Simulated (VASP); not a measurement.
# GeSe (Pnma) in VASP: single point with PBEsol

Aim: the single point of GeSe with PBEsol.

Program: VASP 6.6.1. These are calculated values, not measurements. Logs are shortened: lines on timing, memory, paths and dates and some standing lists are left out, and cuts for length are marked.

## (1) The cell of the first run

It takes space group Pnma (No. 62, orthorhombic). The conventional cell has a = 10.714 Å, b = 3.854 Å, c = 4.262 Å, α = 90.00°, β = 90.00°, γ = 90.00°. Ge (site symmetry m) has 6 Se at 2.57 to 3.27 Å and 2 Ge at 3.33 Å within 3.4 Å. Se (site symmetry m) has 6 Ge at 2.57 to 3.27 Å within 3.4 Å.

## (2) Single point, PBEsol

Input file INCAR:

```
  PREC = Accurate
  ENCUT = 500
  EDIFF = 1E-6
  ISMEAR = 0
  SIGMA = 0.02
  LREAL = F
  LASPH = T
  NELM = 120
  ALGO = Normal
  ISIF = 2
  LWAVE = F
  LCHARG = F
  GGA = PS
  NBANDS = 50
  GGA_COMPAT = F
```

Input file KPOINTS:

```
Automatic mesh
0
Gamma
  4 8 6
```

Input file POSCAR:

```
GeSe
1.0
   10.7139954237      0.0000000000      0.0000000000
    0.0000000000      3.8538291645      0.0000000000
    0.0000000000      0.0000000000      4.2617072784
Ge Se
4 4
Direct
    0.3807503634      0.7500000000      0.6063022347
    0.1192496366      0.2500000000      0.1063022347
    0.8807503634      0.7500000000      0.8936977653
    0.6192496366      0.2500000000      0.3936977653
    0.1442268889      0.7500000000      0.5061158865
    0.3557731111      0.2500000000      1.0061158865
    0.6442268889      0.7500000000     -0.0061158865
    0.8557731111      0.2500000000      0.4938841135
```

Potentials or basis: VASP PAW PBE potentials, release 64 (Ge_d, Se).

Launch:

```bash
$ cat potpaw_PBE.64/Ge_d/POTCAR potpaw_PBE.64/Se/POTCAR > POTCAR
$ mpirun -np 1 vasp_std > vasp.out
```

OUTCAR:

```text
PREC = Accurate
   ENCUT = 500
   EDIFF = 1E-6
   ISMEAR = 0
   LREAL = F
   LASPH = T
   NELM = 120
   ISIF = 2
   GGA = PS

 ion  position               nearest neighbor table
   1  0.381  0.750  0.606-   5 2.57   6 2.59   6 2.59
   2  0.119  0.250  0.106-   6 2.57   5 2.59   5 2.59
   3  0.881  0.750  0.894-   7 2.57   8 2.59   8 2.59
   4  0.619  0.250  0.394-   8 2.57   7 2.59   7 2.59
   5  0.144  0.750  0.506-   1 2.57   2 2.59   2 2.59
   6  0.356  0.250  0.006-   2 2.57   1 2.59   1 2.59
   7  0.644  0.750  0.994-   3 2.57   4 2.59   4 2.59
   8  0.856  0.250  0.494-   4 2.57   3 2.59   3 2.59

  LATTYP: Found a simple orthorhombic cell.
 ALAT       =     3.8538291645
 B/A-ratio  =     1.1058371029
 C/A-ratio  =     2.7800909086

  Lattice vectors:

 A1 = (   0.0000000000,   3.8538291645,   0.0000000000)
 A2 = (   0.0000000000,   0.0000000000,   4.2617072784)
 A3 = (  10.7139954237,   0.0000000000,   0.0000000000)

Analysis of symmetry for initial positions (statically):
=====================================================================
 Subroutine PRICEL returns:
 Original cell was already a primitive cell.

 Routine SETGRP: Setting up the symmetry group for a
 simple orthorhombic supercell.

 Subroutine GETGRP returns: Found  8 space group operations
 (whereof  2 operations were pure point group operations)
 out of a pool of  8 trial point group operations.

The static configuration has the point symmetry S_2 .
 The point group associated with its full space group is D_2h.

Analysis of symmetry for dynamics (positions and initial velocities):
=====================================================================
 Subroutine PRICEL returns:
 Original cell was already a primitive cell.

 Routine SETGRP: Setting up the symmetry group for a
 simple orthorhombic supercell.

 Subroutine GETGRP returns: Found  8 space group operations
 (whereof  2 operations were pure point group operations)
 out of a pool of  8 trial point group operations.

The dynamic configuration has the point symmetry S_2 .
 The point group associated with its full space group is D_2h.

 Subroutine INISYM returns: Found  8 space group operations
 (whereof  2 operations are pure point group operations),
 and found     1 'primitive' translations

----------------------------------------------------------------------------------------

[... 110 lines left out ...]
   ISIF   =      2    stress and relaxation
   ISYM   =      2    0-nonsym 1-usesym 2-fastsym
   POTIM  = 0.5000    time-step for ionic-motion
   TEBEG  =    0.0;   TEEND  =   0.0 temperature during run
   PSTRESS=    0.0 pullay stress
   NELECT =      80.0000    total number of electrons
   NUPDOWN=      -1.0000    fix difference up-down
   EMIN   =  10.00;   EMAX   =-10.00  energy-range for DOS
   EFERMI =   0.00;   METHOD = LEGACY
   ISMEAR =     0;   SIGMA  =   0.02  broadening in eV -4-tet -1-fermi 0-gaus
   EFERMI_NEDOS =   21; number of points for ismear=-14 and -15
   IALGO  =     38    algorithm
   IMIX   =      4    mixing-type and parameters
     AMIX     =   0.40;   BMIX     =  1.00
     AMIX_MAG =   1.60;   BMIX_MAG =  1.00
  volume/ion in A,a.u.               =      22.00       148.43
  Fermi-wavevector in a.u.,A,eV,Ry     =   1.258816  2.378818 21.560039  1.584618
  Thomas-Fermi vector in A             =   2.392407
   LORBIT       =      0    0 simple, 1 ext, 2 COOP (PROOUT), +10 PAW based schemes
   GGA     = PS    functional components
   LHFCALC =     F    Hartree Fock is set to
   AEXX    =    0.0000 exact exchange contribution
   IVDW    =     0    specifies the selected vdW correction
   LEPSILON=     F    determine dielectric tensor
   LRPA    =     F    only Hartree local field effects (RPA)
 non-spin polarized calculation
 Gauss-broadening in eV      SIGMA  =   0.02
  energy-cutoff  :      500.00
  volume of cell :      175.97
 maximum number of plane-waves:      4508
 NGX is ok and might be reduce to    80
   NGX = 39   NGY = 15   NGZ = 15

 number of electron      79.9999972 magnetization

 Free energy of the ion-electron system (eV)
  ---------------------------------------------------
  ext. energy  EPLUGINS =         0.00000000
  ---------------------------------------------------
  free energy    TOTEN  =       -36.99471030 eV

  energy without entropy =      -36.99471030  energy(sigma->0) =      -36.99471030

 E-fermi :   4.8773     XC(G=0): -10.3344

 val. band max:        4.7792881744   @ k =   0.0000   0.0000   0.3333
 cond. band min:       5.1532652309   @ k =   0.0000   0.0000   0.0000
 fundamental gap:      0.3739770565
 Fermi energy:         4.8772938856

 k-point     1 :       0.0000    0.0000    0.0000
  band No.  band energies     occupation
      1     -19.8542      2.00000
      2     -19.8505      2.00000
      3     -19.8495      2.00000
      4     -19.8487      2.00000
      5     -19.8481      2.00000
      6     -19.8473      2.00000
[... 1261 lines left out ...]
     49       9.0486      0.00000
     50       9.0486      0.00000

 [... further k-points ...]

------------------------ aborting loop because EDIFF is reached ----------------------------------------

  FORCE on cell =-STRESS in cart. coord.  units (eV):
  Direction    XX          YY          ZZ          XY          YZ          ZX
  --------------------------------------------------------------------------------------
  -------------------------------------------------------------------------------------
  Total        0.0793215      0.0804283      0.0684298      0.0000000     -0.0000000      0.0000000
  in kB        0.7222272      0.7323050      0.6230576      0.0000000     -0.0000000      0.0000000
  external PRESSURE =       0.6925299 kB  Pullay stress =       0.0000000 kB

 VOLUME and BASIS-vectors are now :
 -----------------------------------------------------------------------------
  energy-cutoff  :      500.00
  volume of cell :      175.97
      direct lattice vectors                 reciprocal lattice vectors
    10.713995424  0.000000000  0.000000000     0.093335862  0.000000000  0.000000000
     0.000000000  3.853829165  0.000000000     0.000000000  0.259482182  0.000000000
     0.000000000  0.000000000  4.261707278     0.000000000  0.000000000  0.234647744

 POSITION                                       TOTAL-FORCE (eV/Angst)
 -----------------------------------------------------------------------------------
      4.07936      2.89037      2.58388         0.010769     -0.000000     -0.012324
      1.27764      0.96346      0.45303        -0.010769      0.000000     -0.012324
      9.43636      2.89037      3.80868         0.010769      0.000000      0.012324
      6.63464      0.96346      1.67782        -0.010769      0.000000      0.012324
      1.54525      2.89037      2.15692        -0.012475     -0.000000      0.012100
      3.81175      0.96346      0.02606         0.012475     -0.000000      0.012100
      6.90224      2.89037      4.23564        -0.012475     -0.000000     -0.012100
      9.16875      0.96346      2.10479         0.012475     -0.000000     -0.012100
 -----------------------------------------------------------------------------------
    total drift:                               -0.000000      0.000000      0.000000

  FREE ENERGIE OF THE ION-ELECTRON SYSTEM (eV)
  ---------------------------------------------------
  free  energy   TOTEN  =       -36.9947102973 eV

  energy  without entropy=      -36.9947102973  energy(sigma->0) =      -36.99471030
```

stdout:

```text
POSCAR found type information on POSCAR GeSe
 POSCAR found :  2 types and       8 ions
 scaLAPACK will be used
 -----------------------------------------------------------------------------
|                                                                             |
|                                                                             |
|     You enforced a specific xc type in the INCAR file but a different       |
|     I HOPE YOU KNOW WHAT YOU ARE DOING!                                     |
|                                                                             |
 -----------------------------------------------------------------------------

 LDA part: xc-table for (Slater+PW92), standard interpolation
 POSCAR, INCAR and KPOINTS ok, starting setup
 FFT: planning ... GRIDC
 FFT: planning ... GRID_SOFT
 FFT: planning ... GRID
 WAVECAR not read
 entering main loop
```

It took 7.2 min on 1 thread of Intel Xeon Platinum 8259CL at 2.50GHz (Skylake/Cascade Lake), shared host; peak memory 0.5 GiB.

What came out:

```yaml
Free_energy: -36.9947 eV
Pressure: 0.1 GPa
Largest_force: 0.017 eV/Å
Band_gap_on_the_k_mesh: 0.37 eV (least direct gap 0.75 eV)
```

Forces on the atoms (eV/Å):
```
Ge   0.011  0.000 -0.012
Ge  -0.011  0.000 -0.012
Ge   0.011  0.000  0.012
Ge  -0.011  0.000  0.012
Se  -0.012  0.000  0.012
Se   0.012  0.000  0.012
Se  -0.012  0.000 -0.012
Se   0.012  0.000 -0.012
```

Levels at points of the mesh, in eV from the valence-band top:
| k point | band 38 | band 39 | band 40 | band 41 | band 42 | band 43 |
| --- | --- | --- | --- | --- | --- | --- |
| (0.00, 0.00, 0.00) | -1.30 | -0.95 | -0.38 | 0.37 | 2.62 | 2.62 |
| (0.50, 0.00, 0.00) | -1.93 | -0.56 | -0.56 | 2.20 | 2.20 | 2.41 |
| (0.00, 0.50, 0.00) | -1.39 | -1.24 | -1.24 | 0.93 | 0.93 | 1.10 |
| (0.50, 0.50, 0.00) | -1.58 | -1.58 | -1.58 | 1.36 | 1.36 | 1.36 |
| (0.00, 0.00, 0.50) | -1.10 | -0.50 | -0.50 | 1.04 | 1.04 | 1.63 |
| (0.50, 0.00, 0.50) | -0.66 | -0.63 | -0.63 | 1.07 | 1.07 | 1.72 |
| (0.00, 0.50, 0.50) | -2.55 | -1.75 | -1.75 | 2.72 | 2.72 | 3.24 |
| (0.50, 0.50, 0.50) | -1.68 | -1.68 | -1.68 | 2.32 | 2.32 | 2.32 |

Caveat: the PAW data sets were made with another functional, which shifts forces and pressure a little.
